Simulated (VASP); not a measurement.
Set up this calculation in VASP 6.6.1, as the native input.

| Item | Value |
| --- | --- |
| Task | single point |
| Functional | LDA |
| Potentials or basis | VASP PAW LDA potentials, release 64 (Au) |
| Cutoff | 520 eV |
| k mesh | 22 × 22 × 22 |
| Occupations | gaussian, width 0.15 eV |
| Spin | no spin polarisation |
| Dipole correction | no |
| Further INCAR settings | ALGO = Normal; EDIFF = 1e-06; NBANDS = 12 |

The structure of Au lies in POSCAR:

```
Au
1.0
   -1.6572690000      1.6572690000      1.6572690000
    1.6572690000     -1.6572690000      1.6572690000
    1.6572690000      1.6572690000     -1.6572690000
Au
1
Direct
    0.0000000000      0.0000000000      0.0000000000
```

One way to write it, as run:

INCAR

```
SYSTEM = Au
  ALGO = Normal
  EDIFF = 1E-6
  ENCUT = 520
  ISIF = 2
  ISMEAR = 0
  LASPH = .TRUE.
  LCHARG = .FALSE.
  LREAL = .FALSE.
  LWAVE = .FALSE.
  NBANDS = 12
  NELM = 100
  PREC = Accurate
  SIGMA = 0.15
```

KPOINTS

```
k-points
0
G
  22 22 22
  0 0 0
```

Potentials or basis: VASP PAW LDA potentials, release 64 (Au).

Run with:

```console
$ cat potpaw_LDA.64/Au/POTCAR > POTCAR
$ mpirun -np 1 vasp_std > vasp.out
```

It gave:

```yaml
Pressure: -13.2 GPa
```

Run time: 27 s on 1 thread of Intel(R) Xeon(R) Platinum 8259CL CPU @ 2.50GHz (Skylake/Cascade Lake), with other jobs on the host, peak memory 0.18 GiB.
